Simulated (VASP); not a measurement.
# Ge (Cmcm) in VASP: a series of runs

Runs on Ge. Level: PBEsol. Tasks: single point.

All numbers are computed with VASP 6.6.1; they aren't measurements. Logs are shortened: lines on timing, memory, paths and dates and some standing lists are left out, and cuts for length are marked.

### Step 1. The cell of the first run

Symmetry: Cmcm, No. 63, orthorhombic system. Conventional cell: a = 2.976 Å, b = 5.086 Å, c = 4.728 Å, α = 90.00°, β = 90.00°, γ = 90.00°. Within 3.8 Å of Ge (site symmetry m2m) lie 12 Ge at 2.91 to 2.98 Å.

### Step 2. Single point, PBEsol (strain -0.0200 x Voigt [0, 1, 0, 0, 0, 0])

INCAR

```
SYSTEM = Ge
PREC = Accurate
ENCUT = 520
EDIFF = 1E-7
ISMEAR = 0
SIGMA = 0.15
LREAL = .False.
LASPH = .True.
NELM = 80
ALGO = Normal
ISIF = 2
LWAVE = .False.
LCHARG = .False.
GGA = PS
NBANDS = 21
```

KPOINTS

```
Automatic mesh
0
Gamma
  18 18 10
  0 0 0
```

POSCAR

```
Ge
1.0
    1.4880529250     -2.5427958178      0.0000000000
    1.4880529250      2.5427958178      0.0000000000
    0.0000000000      0.0000000000      4.7275957900
Ge
2
Direct
    0.6665533700      0.3334466300      0.2500000000
    0.3334466300      0.6665533700      0.7500000000
```

Potentials or basis: VASP PAW PBE potentials, release 64 (Ge_d).

Run with:

```
$ cat potpaw_PBE.64/Ge_d/POTCAR > POTCAR
$ mpirun -np 1 vasp_std > vasp.out
```

OUTCAR:

```text
SYSTEM = Ge
   PREC = Accurate
   ENCUT = 520
   EDIFF = 1E-7
   ISMEAR = 0
   LREAL = .False.
   LASPH = .True.
   NELM = 80
   ISIF = 2
   GGA = PS

 ion  position               nearest neighbor table
   1  0.667  0.333  0.250-   2 2.91   2 2.91   2 2.92   2 2.92   2 2.92   2 2.92
   2  0.333  0.667  0.750-   1 2.91   1 2.91   1 2.92   1 2.92   1 2.92   1 2.92

  LATTYP: Found a base centered orthorhombic cell.
 ALAT       =     2.9761058500
 B/A-ratio  =     1.7088073785
 C/A-ratio  =     1.5885173540

  Lattice vectors:

 A1 = (   1.4880529250,  -2.5427958178,   0.0000000000)
 A2 = (   1.4880529250,   2.5427958178,   0.0000000000)
 A3 = (   0.0000000000,   0.0000000000,   4.7275957900)

Analysis of symmetry for initial positions (statically):
=====================================================================
 Subroutine PRICEL returns:
 Original cell was already a primitive cell.

 Routine SETGRP: Setting up the symmetry group for a
 base centered orthorhombic supercell.

 Subroutine GETGRP returns: Found  8 space group operations
 (whereof  4 operations were pure point group operations)
 out of a pool of  8 trial point group operations.

The static configuration has the point symmetry C_2h.
 The point group associated with its full space group is D_2h.

Analysis of symmetry for dynamics (positions and initial velocities):
=====================================================================
 Subroutine PRICEL returns:
 Original cell was already a primitive cell.

 Routine SETGRP: Setting up the symmetry group for a
 base centered orthorhombic supercell.

 Subroutine GETGRP returns: Found  8 space group operations
 (whereof  4 operations were pure point group operations)
 out of a pool of  8 trial point group operations.

The dynamic configuration has the point symmetry C_2h.
 The point group associated with its full space group is D_2h.

 Subroutine INISYM returns: Found  8 space group operations
 (whereof  4 operations are pure point group operations),
 and found     1 'primitive' translations

----------------------------------------------------------------------------------------

                                     Primitive cell

  volume of cell :      35.7767

  direct lattice vectors                    reciprocal lattice vectors
     1.488052925 -2.542795818  0.000000000     0.336009554 -0.196633956  0.000000000
     1.488052925  2.542795818  0.000000000     0.336009554  0.196633956  0.000000000
     0.000000000  0.000000000  4.727595790     0.000000000  0.000000000  0.211524006

  length of vectors
     2.946202993  2.946202993  4.727595790     0.389316495  0.389316495  0.211524006

  position of ions in fractional coordinates (direct lattice)
     0.666553370  0.333446630  0.250000000
     0.333446630  0.666553370  0.750000000

  ion indices of the primitive-cell ions
   primitive index   ion index
                 1           1
                 2           2

----------------------------------------------------------------------------------------

 KPOINTS: Automatic mesh

Automatic generation of k-mesh.
 Grid dimensions read from file:
 generate k-points for:   18   18   10

 Generating k-lattice:

  Cartesian coordinates                     Fractional coordinates (reciprocal lattice)
     0.018667197 -0.010924109  0.000000000     0.055555556 -0.000000000  0.000000000
     0.018667197  0.010924109  0.000000000    -0.000000000  0.055555556  0.000000000
     0.000000000  0.000000000  0.021152401     0.000000000  0.000000000  0.100000000

  Length of vectors
     0.021628694  0.021628694  0.021152401

  Shift w.r.t. Gamma in fractional coordinates (k-lattice)
     0.000000000  0.000000000  0.000000000

 Subroutine IBZKPT returns following result:
 ===========================================

 Found    546 irreducible k-points:

 Following reciprocal coordinates:
            Coordinates               Weight
  0.000000  0.000000  0.000000      1.000000
  0.055556  0.000000  0.000000      4.000000
  0.111111  0.000000  0.000000      4.000000
  0.166667  0.000000  0.000000      4.000000
  0.222222  0.000000  0.000000      4.000000
  0.277778  0.000000  0.000000      4.000000
[... 16 lines left out ...]
 -0.277778  0.055556  0.000000      4.000000
 -0.222222  0.055556  0.000000      4.000000
 [... further k-points ...]
   k-points           NKPTS =    546   k-points in BZ     NKDIM =    546   number of bands    NBANDS=     21
   number of dos      NEDOS =    301   number of ions     NIONS =      2
   total plane-waves  NPLWV =  20736
   dimension x,y,z NGX =    24 NGY =   24 NGZ =   36
   dimension x,y,z NGXF=    48 NGYF=   48 NGZF=   72
   ions per type =               2
   NGX,Y,Z   is equivalent  to a cutoff of  13.54, 13.54, 12.66 a.u.
   NGXF,Y,Z  is equivalent  to a cutoff of  27.09, 27.09, 25.32 a.u.
 SYSTEM =  Ge
   PREC   = accura    normal or accurate (medium, high low for compatibility)
[... 74 lines left out ...]
     21      21.4777      0.00000

 k-point     2 :       0.0556    0.0000    0.0000
  band No.  band energies     occupation
      1     -17.4368      2.00000
      2     -17.4298      2.00000
      3     -17.4198      2.00000
      4     -17.4151      2.00000
      5     -17.4147      2.00000
      6     -17.4067      2.00000
[... 13 lines left out ...]
     20      20.0384      0.00000
     21      21.6174      0.00000

 k-point     3 :       0.1111    0.0000    0.0000
  band No.  band energies     occupation
      1     -17.4420      2.00000
      2     -17.4285      2.00000
      3     -17.4143      2.00000
      4     -17.4090      2.00000
      5     -17.4060      2.00000
      6     -17.4026      2.00000
[... 13 lines left out ...]
     20      20.8040      0.00000
     21      21.6397      0.00000

 k-point     4 :       0.1667    0.0000    0.0000
  band No.  band energies     occupation
      1     -17.4509      2.00000
      2     -17.4243      2.00000
      3     -17.4108      2.00000
      4     -17.4089      2.00000
      5     -17.4058      2.00000
      6     -17.3965      2.00000
[... 13 lines left out ...]
     20      20.5649      0.00000
     21      21.6350      0.00000

 k-point     5 :       0.2222    0.0000    0.0000
  band No.  band energies     occupation
      1     -17.4608      2.00000
      2     -17.4225      2.00000
      3     -17.4172      2.00000
      4     -17.4115      2.00000
      5     -17.4046      2.00000
      6     -17.3810      2.00000
[... 13 lines left out ...]
     20      19.9043      0.00000
     21      21.4555      0.00000

 k-point     6 :       0.2778    0.0000    0.0000
  band No.  band energies     occupation
      1     -17.4708      2.00000
      2     -17.4267      2.00000
      3     -17.4236      2.00000
      4     -17.4172      2.00000
      5     -17.3958      2.00000
      6     -17.3646      2.00000
[... 13 lines left out ...]
     20      19.4598      0.00000
     21      21.0654      0.00000

 k-point     7 :       0.3333    0.0000    0.0000
  band No.  band energies     occupation
      1     -17.4797      2.00000
      2     -17.4363      2.00000
      3     -17.4258      2.00000
      4     -17.4223      2.00000
      5     -17.3867      2.00000
      6     -17.3637      2.00000
[... 13 lines left out ...]
     20      19.1179      0.00000
     21      20.7288      0.00000
[... 291 lines left out ...]
      1     -17.4861      2.00000
      2     -17.4496      2.00000
      3     -17.4265      2.00000
      4     -17.4265      2.00000
      5     -17.3774      2.00000
      6     -17.3722      2.00000
[... 13 lines left out ...]
     20      17.7750      0.00000
     21      20.9742      0.00000

 k-point    21 :      -0.3889    0.0556    0.0000
  band No.  band energies     occupation
      1     -17.4803      2.00000
      2     -17.4425      2.00000
      3     -17.4250      2.00000
      4     -17.4237      2.00000
      5     -17.3845      2.00000
      6     -17.3672      2.00000
[... 13 lines left out ...]
     20      18.0636      0.00000
     21      21.1331      0.00000

 k-point    22 :      -0.3333    0.0556    0.0000
  band No.  band energies     occupation
      1     -17.4723      2.00000
      2     -17.4333      2.00000
      3     -17.4235      2.00000
      4     -17.4197      2.00000
      5     -17.3933      2.00000
      6     -17.3601      2.00000
[... 13 lines left out ...]
     20      18.4898      0.00000
     21      21.3346      0.00000

 k-point    23 :      -0.2778    0.0556    0.0000
  band No.  band energies     occupation
      1     -17.4628      2.00000
      2     -17.4234      2.00000
      3     -17.4231      2.00000
      4     -17.4147      2.00000
      5     -17.4019      2.00000
      6     -17.3740      2.00000
[... 13 lines left out ...]
     20      19.0693      0.00000
     21      21.3967      0.00000

 k-point    24 :      -0.2222    0.0556    0.0000
  band No.  band energies     occupation
      1     -17.4528      2.00000
      2     -17.4253      2.00000
      3     -17.4141      2.00000
      4     -17.4094      2.00000
      5     -17.4077      2.00000
      6     -17.3882      2.00000
[... 13 lines left out ...]
     20      19.8536      0.00000
     21      20.8175      0.00000

 [... further k-points ...]
[... 5 lines left out ...]
  --------------------------------------------------------------------------------------
  -------------------------------------------------------------------------------------
  Total        0.4214555      0.4272122      0.5039480      0.0000000      0.0000000      0.0000000
  in kB       18.8739197     19.1317192     22.5681557      0.0000000      0.0000000      0.0000000
  external PRESSURE =      20.1912648 kB  Pullay stress =       0.0000000 kB

 VOLUME and BASIS-vectors are now :
 -----------------------------------------------------------------------------
  energy-cutoff  :      520.00
  volume of cell :       35.78
      direct lattice vectors                 reciprocal lattice vectors
     1.488052925 -2.542795818  0.000000000     0.336009554 -0.196633956  0.000000000
     1.488052925  2.542795818  0.000000000     0.336009554  0.196633956  0.000000000
     0.000000000  0.000000000  4.727595790     0.000000000  0.000000000  0.211524006

 POSITION                                       TOTAL-FORCE (eV/Angst)
 -----------------------------------------------------------------------------------
      1.48805     -0.84702      1.18190         0.000000     -0.008948      0.000000
      1.48805      0.84702      3.54570         0.000000      0.008948     -0.000000
 -----------------------------------------------------------------------------------
    total drift:                                0.000000     -0.000000      0.000000

  FREE ENERGIE OF THE ION-ELECTRON SYSTEM (eV)
  ---------------------------------------------------
  free  energy   TOTEN  =        -9.3154726853 eV

  energy  without entropy=       -9.3041902710  energy(sigma->0) =       -9.30983148
```

Run time: 2.9 min. Hardware: 1 thread of AMD EPYC 9R45 (Zen 5), shared host; peak memory 0.38 GiB.

What came out:

```yaml
Free_energy: -9.3155 eV
Pressure: 2.0 GPa
Largest_force: 0.009 eV/Å
Band_gap_on_the_k_mesh: zero (bands 14 and 15 overlap by 10.10 eV)
```

Forces in eV/Å, atoms in the order of the input:
```
Ge   0.000 -0.009  0.000
Ge   0.000  0.009  0.000
```

Caveat: the cell differs from its parent crystal (strain -0.0200 x Voigt [0, 1, 0, 0, 0, 0]); the PAW data sets were made with another functional, which shifts forces and pressure a little.

### Step 3. Single point, PBEsol (strain -0.0150 x Voigt [0, 1, 0, 0, 0, 0])

Edit INCAR of step 2 so:

```diff
@@ -3,3 +3,3 @@
 ENCUT = 520
-EDIFF = 1E-7
+EDIFF = 1E-6
 ISMEAR = 0
@@ -8,3 +8,3 @@
 LASPH = .True.
-NELM = 80
+NELM = 100
 ALGO = Normal
```

KPOINTS

```
regular mesh
0
Gamma
  18 18 10
  0 0 0
```

POSCAR

```
Ge
1.0
    1.4880529250     -2.5557692658      0.0000000000
    1.4880529250      2.5557692658      0.0000000000
    0.0000000000      0.0000000000      4.7275957900
Ge
2
Direct
    0.6665533700      0.3334466300      0.2500000000
    0.3334466300      0.6665533700      0.7500000000
```

Potentials or basis: VASP PAW PBE potentials, release 64 (Ge_d).

Run with:

```
$ cat potpaw_PBE.64/Ge_d/POTCAR > POTCAR
$ mpirun -np 1 vasp_std > vasp.out
```

Run time: 2.4 min. Hardware: 1 thread of AMD EPYC 9R45 (Zen 5), shared host; peak memory 0.38 GiB.

The run converged. Its results:

- Free energy: -9.3175 eV
- Pressure: 1.6 GPa
- Largest force: 0.006 eV/Å
- Band gap on the k mesh: zero (bands 14 and 15 overlap by 10.05 eV)

Forces in eV/Å, atoms in the order of the input:
```
Ge   0.000 -0.006  0.000
Ge   0.000  0.006  0.000
```

Stress tensor (GPa, compression positive):
```
1.49 0.00 0.00
0.00 1.49 0.00
0.00 0.00 1.79
```

Levels at points of the mesh, in eV from the Fermi level:
```csv
k point,band 10,band 11,band 12,band 13,band 14,band 15,band 16,band 17,band 18,band 19
"(0.00, 0.00, 0.00)",-24.58,-13.62,-7.71,-5.78,6.69,6.82,8.76,8.92,10.03,11.55
"(0.50, 0.00, 0.00)",-24.57,-8.62,-7.29,-2.44,-1.48,-1.08,1.27,2.54,6.52,7.31
"(0.50, 0.50, 0.00)",-24.57,-8.52,-7.25,-2.38,-1.45,-0.99,1.30,2.34,6.34,7.12
"(0.00, 0.00, 0.50)",-24.60,-11.94,-11.94,1.66,1.66,7.83,7.83,7.97,7.97,12.82
"(0.50, 0.00, 0.50)",-24.57,-7.16,-7.16,-5.15,-5.15,4.21,4.21,5.00,5.00,8.66
"(0.50, 0.50, 0.50)",-24.57,-7.06,-7.06,-5.12,-5.12,4.01,4.01,4.98,4.98,8.55
```

Caveat: the cell differs from its parent crystal (strain -0.0150 x Voigt [0, 1, 0, 0, 0, 0]); the PAW data sets were made with another functional, which shifts forces and pressure a little.

### Step 4. Single point, PBEsol (strain -0.0100 x Voigt [0, 1, 0, 0, 0, 0])

INCAR

```
ALGO = Normal ; EDIFF = 1E-6
ENCUT = 520 ; GGA = PS
ISIF = 2 ; ISMEAR = 0
LASPH = T ; LCHARG = T
LELF = T ; LREAL = F
LVHAR = T ; LWAVE = F
NBANDS = 21 ; NELM = 100
PREC = Accurate ; SIGMA = 0.15
```

KPOINTS

```
k-points
0
Gamma
  18 18 10
```

POSCAR

```
Ge
1.0
    1.4880529250     -2.5687427139      0.0000000000
    1.4880529250      2.5687427139      0.0000000000
    0.0000000000      0.0000000000      4.7275957900
Ge
2
Direct
    0.6665533700      0.3334466300      0.2500000000
    0.3334466300      0.6665533700      0.7500000000
```

Run with:

```
$ cat potpaw_PBE.64/Ge_d/POTCAR > POTCAR
$ mpirun -np 1 vasp_std > vasp.out
```

It took 2.4 min on 1 thread of AMD EPYC 9R45 (Zen 5), shared host; peak memory 0.38 GiB.

Results (log left out):

* Free energy: -9.3190 eV
* Pressure: 1.2 GPa
* Band gap on the k mesh: zero (bands 14 and 15 overlap by 10.00 eV)

Forces on the atoms (eV/Å):
```
Ge   0.000 -0.003  0.000
Ge   0.000  0.003  0.000
```

Stress tensor (GPa, compression positive):
```
1.09 0.00 0.00
0.00 1.10 0.00
0.00 0.00 1.36
```

Levels at points of the mesh, in eV from the Fermi level:
```tsv
k point	band 11	band 12	band 13	band 14	band 15	band 16	band 17	band 18
(0.00, 0.00, 0.00)	-13.57	-7.67	-5.73	6.66	6.71	8.74	8.81	10.02
(0.50, 0.00, 0.00)	-8.59	-7.27	-2.42	-1.44	-1.05	1.29	2.47	6.46
(0.50, 0.50, 0.00)	-8.55	-7.25	-2.39	-1.43	-1.01	1.30	2.39	6.39
(0.00, 0.00, 0.50)	-11.89	-11.89	1.70	1.70	7.80	7.80	7.86	7.86
(0.50, 0.00, 0.50)	-7.14	-7.14	-5.11	-5.11	4.14	4.14	4.99	4.99
(0.50, 0.50, 0.50)	-7.10	-7.10	-5.10	-5.10	4.06	4.06	4.98	4.98
```

Caveat: the cell differs from its parent crystal (strain -0.0100 x Voigt [0, 1, 0, 0, 0, 0]); the PAW data sets were made with another functional, which shifts forces and pressure a little.

### Step 5. Single point, PBEsol (strain -0.0050 x Voigt [0, 1, 0, 0, 0, 0])

INCAR

```
SYSTEM = Ge
PREC     = Accurate       ! precision mode
ENCUT    = 520            ! plane-wave cutoff, eV
EDIFF    = 1E-7           ! SCF threshold, eV
ISMEAR   = 0              ! smearing method
SIGMA    = 0.15           ! smearing width, eV
LREAL    = .FALSE.        ! projectors in reciprocal space
LASPH    = .TRUE.         ! aspherical terms in the spheres
NELM     = 80             ! most SCF steps
ALGO     = Normal         ! electronic algorithm
ISIF     = 2              ! what is computed and relaxed
LWAVE    = .FALSE.        ! write WAVECAR
LCHARG   = .FALSE.        ! write CHGCAR
GGA      = PS             ! functional
NBANDS   = 21             ! bands
```

KPOINTS

```
Automatic mesh
0
G
  18 18 10
  0 0 0
```

POSCAR

```
Ge
1.0
    1.4880529250     -2.5817161620      0.0000000000
    1.4880529250      2.5817161620      0.0000000000
    0.0000000000      0.0000000000      4.7275957900
Ge
2
Direct
    0.6665533700      0.3334466300      0.2500000000
    0.3334466300      0.6665533700      0.7500000000
```

Run with:

```
$ cat potpaw_PBE.64/Ge_d/POTCAR > POTCAR
$ mpirun -np 1 vasp_std > vasp.out
```

Wall time 2.6 min (1 thread of AMD EPYC 9R45 (Zen 5), shared host); peak memory 0.39 GiB.

It converged, with:

```yaml
Free_energy: -9.3202 eV
Pressure: 0.8 GPa
Band_gap_on_the_k_mesh: zero (bands 14 and 15 overlap by 9.92 eV)
```

Stress tensor (GPa, compression positive):
```
0.72 0.00 0.00
0.00 0.73 0.00
0.00 0.00 0.97
```

Levels at points of the mesh, in eV from the Fermi level:
```csv
k point,band 12,band 13,band 14,band 15,band 16,band 17
"(0.00, 0.00, 0.00)",-7.62,-5.69,6.61,6.64,8.69,8.72
"(0.50, 0.00, 0.00)",-7.24,-2.39,-1.40,-1.02,1.31,2.40
"(0.50, 0.50, 0.00)",-7.25,-2.40,-1.41,-1.03,1.29,2.44
"(0.00, 0.00, 0.50)",-11.85,1.74,1.74,7.75,7.75,7.78
"(0.50, 0.00, 0.50)",-7.12,-5.08,-5.08,4.06,4.06,4.98
"(0.50, 0.50, 0.50)",-7.13,-5.09,-5.09,4.10,4.10,4.99
```

Caveat: the cell differs from its parent crystal (strain -0.0050 x Voigt [0, 1, 0, 0, 0, 0]); the PAW data sets were made with another functional, which shifts forces and pressure a little.

### Step 6. Summary

| cell | gap on the mesh (eV) | pressure (GPa) | largest force (eV/Å) |
| --- | --- | --- | --- |
| a = 2.946, b = 2.946, c = 4.728 Å, angles 90.0, 90.0, 119.3°, 2 atoms | none | 2.0 | 0.01 |
| a = 2.957, b = 2.957, c = 4.728 Å, angles 90.0, 90.0, 119.6°, 2 atoms | none | 1.6 | 0.01 |
| a = 2.969, b = 2.969, c = 4.728 Å, angles 90.0, 90.0, 119.8°, 2 atoms | none | 1.2 | - |
| a = 2.980, b = 2.980, c = 4.728 Å, angles 90.0, 90.0, 120.1°, 2 atoms | none | 0.8 | - |

Alike in all rows: task single point; level PBEsol; potentials or basis VASP PAW PBE potentials, release 64 (Ge_d); no spin polarisation; k mesh 18 × 18 × 10; cutoff (eV) 520; smearing gaussian 0.15 eV.

Caveats: the PAW data sets were made with another functional, which shifts forces and pressure a little.

Absolute energies hang on the potentials; compare differences alone.
